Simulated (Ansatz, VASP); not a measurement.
# Two plane-wave programs on Lu4SiF

```
Lu Si F
1.0
     4.58147    0.00000    0.00000
     0.00000    4.58147    0.00000
     0.00000    0.00000    6.92410
Lu Si F
4 1 1
Direct
  0.00000 0.50000 0.24752
  0.50000 0.00000 0.24752
  0.00000 0.50000 0.75248
  0.50000 0.00000 0.75248
  0.00000 0.00000 0.00000
  0.00000 0.00000 0.50000
```

Alike in both runs: functional PBE; k mesh 4 × 4 × 4; occupations gaussian, width 0.1 eV; no spin polarisation.

Ansatz relaxed the structure, and its values are those at the end. VASP's run is a single point on that final structure, the one shown.

|  | VASP | Ansatz |
| --- | --- | --- |
| version | VASP 6.6.1 | Ansatz 0.2.0 |
| potentials or method | VASP PAW PBE potentials, release 64 (Lu, Si, F), cutoff 520 eV | scalar-relativistic, plane waves, PAW |
| valence electrons in the cell | 111 | 111 |

Ansatz gave:

| Property | Result |
| --- | --- |
| gap on the k mesh at the Fermi level (eV) | none |
| pressure (GPa) | 0.0 |

Task: Which values does VASP return?

Result: gap on the k mesh at the Fermi level (eV): none; pressure (GPa): 0.1.

A gap of «none» marks a metal or a gap that the smearing closes.

Neither program's run includes spin-orbit coupling.
